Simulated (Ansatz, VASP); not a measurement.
## Two plane-wave programs on TiAl3

The input INCAR:

```
SYSTEM = TiAl3
ALGO     = Fast           ! electronic algorithm
EDIFF    = 1E-6           ! SCF threshold, eV
ENCUT    = 520            ! plane-wave cutoff, eV
GGA      = PS             ! functional
ISIF     = 2              ! what is computed and relaxed
ISMEAR   = 0              ! smearing method
LASPH    = .TRUE.         ! aspherical terms in the spheres
LCHARG   = .TRUE.         ! write CHGCAR
LELF     = .TRUE.         ! ELF
LREAL    = .FALSE.        ! projectors in reciprocal space
LVHAR    = .TRUE.       
LWAVE    = .FALSE.        ! write WAVECAR
NBANDS   = 18             ! bands
NELM     = 80             ! most SCF steps
PREC     = Accurate       ! precision mode
SIGMA    = 0.1            ! smearing width, eV
```

KPOINTS

```
k-points
0
G
  10 10 10
  0 0 0
```

The input POSCAR:

```
TiAl3
1.0
    3.9449118242     -0.1186701375     -0.1106401249
   -0.1186701375      3.8570168090     -0.0488920966
   -0.1106401249     -0.0488920966      3.8024681025
Ti Al
1 3
Direct
    0.0293401531      0.0323257399     -0.0165231122
    0.5126147996      0.5202039034     -0.0451680609
    0.4311570697     -0.0142251457      0.4980104514
    0.0268879776      0.4616955024      0.5636781937
```

Input for Ansatz:

```yaml
crystal:
  lattice:
    - [3.9449118242, -0.1186701375, -0.1106401249]
    - [-0.1186701375, 3.857016809, -0.0488920966]
    - [-0.1106401249, -0.0488920966, 3.8024681025]
  atoms:
    - { symbol: Ti, position: [0.0293401531, 0.0323257399, -0.0165231122] }
    - { symbol: Al, position: [0.5126147996, 0.5202039034, -0.0451680609] }
    - { symbol: Al, position: [0.4311570697, -0.0142251457, 0.4980104514] }
    - { symbol: Al, position: [0.0268879776, 0.4616955024, 0.5636781937] }
basis:
  ecutwfc: 420
kpoints:
  mp_grid: { grid: [10, 10, 10] }
hamiltonian:
  xc: pbesol
scf:
  occupations: { method: gaussian, width: 0.1 }
output:
  forces: true
  stress: true
  eigenvalues: true
  populations: true
```

Change from the starting cell: all atoms moved at random, cell strained at random.

Alike in both runs: task single point; functional PBEsol; k mesh 10 × 10 × 10; occupations gaussian, width 0.1 eV; no spin polarisation.

```csv
,VASP,Ansatz
version,VASP 6.6.1,Ansatz 0.2.0
potentials or method,"VASP PAW PBE potentials, release 64 (Ti_sv, Al), cutoff 520 eV","scalar-relativistic, plane waves, PAW"
valence electrons in the cell,21,21
```

VASP gave:

- gap on the k mesh at the Fermi level (eV): none
- pressure (GPa): 19.2
- traceless stress, the component that is largest in VASP (GPa): 7.22
- rms of the force components (eV/Å): 2.081

Problem. Which values does Ansatz return?

Solution. gap on the k mesh at the Fermi level (eV): none; pressure (GPa): 19.1; traceless stress, the component that is largest in VASP (GPa): 7.21; rms of the force components (eV/Å): 2.073.

VASP's potentials were made for PBE, not for PBEsol. Atom by atom the forces differ by 0.009 eV/Å (rms over components). A gap of «none» marks a metal or a gap that the smearing closes. The functional is the same, so the differences come from potentials, cutoffs and numerics.
